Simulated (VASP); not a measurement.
Set up this calculation in VASP 6.6.1, as the native input.

```
Task                   : single point
Functional             : PBEsol
Potentials or basis    : VASP PAW PBE potentials, release 64 (Sr_sv, O)
Cutoff                 : 520 eV
k mesh                 : 8 × 8 × 8
Occupations            : fermi-dirac, width 0.03 eV
Spin                   : no spin polarisation
Dipole correction      : no
Further INCAR settings : ALGO = Normal; EDIFF = 1e-07; NBANDS = 15
```

The structure of SrO lies in POSCAR:

```
SrO
1.0
    0.0000000000      2.5525525005      2.5525525005
    2.5525525005      0.0000000000      2.5525525005
    2.5525525005      2.5525525005      0.0000000000
Sr O
1 1
Direct
    0.0000000000      0.0000000000      0.0000000000
    0.5000000000      0.5000000000      0.5000000000
```

This cell differs from its parent crystal: volume scaled by 0.98.

One way to write it, as run:

INCAR

```
PREC = Accurate ; ENCUT = 520
EDIFF = 1E-7 ; ISMEAR = -1
SIGMA = 0.03 ; LREAL = False
LASPH = True ; NELM = 100
ALGO = Normal ; ISIF = 2
LWAVE = False ; LCHARG = False
GGA = PS ; NBANDS = 15
```

KPOINTS

```
regular mesh
0
Gamma
  8 8 8
```

Potentials or basis: VASP PAW PBE potentials, release 64 (Sr_sv, O).

Run with:

```bash
$ cat potpaw_PBE.64/Sr_sv/POTCAR potpaw_PBE.64/O/POTCAR > POTCAR
$ mpirun -np 1 vasp_std > vasp.out
```

It gave:

The pressure is 1.6 GPa. The band gap on the k mesh is 3.14 eV, indirect (least direct gap 3.21 eV).

Caveat: the PAW data sets were made with another functional, which shifts forces and pressure a little.

Run time: 14 s on 1 thread of Intel(R) Xeon(R) Platinum 8375C CPU @ 2.90GHz (Ice Lake), on a shared host, peak memory 0.16 GiB.
